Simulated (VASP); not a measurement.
Input of a VASP 6.6.1 run:

INCAR

```
PREC = Accurate
ENCUT = 520
EDIFF = 1E-6
ISMEAR = 0
SIGMA = 0.15
LREAL = F
LASPH = T
NELM = 80
ALGO = Fast
ISIF = 2
LWAVE = F
LCHARG = T
GGA = PE
LELF = T
LVHAR = T
NBANDS = 17
```

Contents of KPOINTS:

```
Automatic mesh
0
Gamma
  18 18 10
```

POSCAR

```
Pt
1.0
    2.4826856532      0.0000000000      0.0000000000
   -1.2413428266      2.1500688453      0.0000000000
    0.0000000000      0.0000000000      4.7813829983
Pt
2
Direct
    0.6666666667      0.3333333333      0.7500000000
    0.3333333333      0.6666666667      0.2500000000
```

Potentials or basis: VASP PAW PBE potentials, release 64 (Pt).

Launch:

```bash
$ cat potpaw_PBE.64/Pt/POTCAR > POTCAR
$ mpirun -np 1 vasp_std > vasp.out
```

Problem. What does it give for the band gap on the k mesh?

Solution. Zero (band 10 reaches 16.10 eV, above the bottom of band 11 at 13.73 eV).

Problem. What does it give for the pressure?

Solution. 103.0 GPa.

Stress tensor (GPa, compression positive):
```
130.82   0.00   0.00
  0.00 130.82   0.00
  0.00   0.00  47.43
```

Caveat: the cell differs from its parent crystal (normal strain along x -0.1000, normal strain along y -0.1000); spin-orbit coupling is left out, which moves the levels of the heavy elements.
